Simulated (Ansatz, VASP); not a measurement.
# AlN: VASP beside Ansatz

```
CELL_PARAMETERS angstrom
3.04945 0.00000 0.00000
-1.52473 2.64090 0.00000
0.00000 0.00000 4.87932
ATOMIC_POSITIONS crystal
Al 0.66667 0.33333 0.50000
Al 0.33333 0.66667 0.00000
N 0.66667 0.33333 0.88000
N 0.33333 0.66667 0.38000
```

Change from the starting cell: volume scaled by 0.94.

Alike in both runs: task single point; functional PBE; k mesh 10 × 10 × 6; occupations fermi-dirac, width 0.05 eV; no spin polarisation.

|  | VASP | Ansatz |
| --- | --- | --- |
| version | VASP 6.6.1 | Ansatz 0.2.0 |
| potentials or method | VASP PAW PBE potentials, release 64 (Al, N), cutoff 520 eV | all-electron LAPW, scalar-relativistic |

|  | VASP | Ansatz | Ansatz less VASP |
| --- | --- | --- | --- |
| gap on the k mesh at the Fermi level (eV) | 4.78 | 4.77 | -0.006 |
| least direct gap on the mesh (eV) | 4.78 | 4.77 | -0.006 |
| pressure (GPa) | 18.0 | 18.1 | +0.10 |
| traceless stress, the component that is largest in VASP (GPa) | 0.83 | 0.80 | -0.033 |
| rms of the force components (eV/Å) | 0.104 | 0.103 | -0.0005 |

Atom by atom the forces differ by 0.000 eV/Å (rms over components). Ansatz ran all-electron here, and VASP with PAW potentials.
